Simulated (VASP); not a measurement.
Wanted: the native input for a VASP 6.6.1 run.

| Quantity | Value |
| --- | --- |
| Task | single point |
| Functional | RPBE |
| Potentials or basis | VASP PAW PBE potentials, release 64 (Sr_sv) |
| Cutoff | 520 eV |
| k mesh | 5 × 5 × 5 |
| Occupations | fermi-dirac, width 0.1 eV |
| Spin | no spin polarisation |
| Dipole correction | no |
| Further INCAR settings | ALGO = Normal; EDIFF = 1e-06; NBANDS = 50 |

The structure of Sr lies in POSCAR:

```
Sr
1.0
    7.7819439701      0.0000000000      0.0000000000
    0.0000000000      7.7819439701      0.0000000000
    0.0000000000      0.0000000000      7.7819439701
Sr
8
Direct
    1.0000000000      0.0000000000      1.0000000000
    0.5000000000      0.5000000000      0.5000000000
    0.2500000000      1.0000000000      0.5000000000
    0.7500000000      1.0000000000      0.5000000000
    0.5000000000      0.2500000000      1.0000000000
    0.5000000000      0.7500000000      0.0000000000
    0.0000000000      0.5000000000      0.2500000000
    0.0000000000      0.5000000000      0.7500000000
```

One way to write it, as run:

INCAR

```
SYSTEM = Sr
PREC = Accurate ; ENCUT = 520
EDIFF = 1E-6 ; ISMEAR = -1
SIGMA = 0.1 ; LREAL = .FALSE.
LASPH = .TRUE. ; NELM = 60
ALGO = Normal ; ISIF = 2
LWAVE = .FALSE. ; LCHARG = .FALSE.
GGA = RP ; NBANDS = 50
```

KPOINTS

```
regular mesh
0
G
  5 5 5
  0 0 0
```

Potentials or basis: VASP PAW PBE potentials, release 64 (Sr_sv).

Run with:

```sh
$ cat potpaw_PBE.64/Sr_sv/POTCAR > POTCAR
$ mpirun -np 1 vasp_std > vasp.out
```

Results of the run:

```
Pressure               : 0.0 GPa
Band gap on the k mesh : zero (bands 40 and 41 overlap by 0.44 eV)
```

Caveat: the PAW data sets were made with another functional, which shifts forces and pressure a little.

It took 7.9 min on 1 thread of Intel Xeon 8259CL (shared host), peak memory 0.57 GiB.
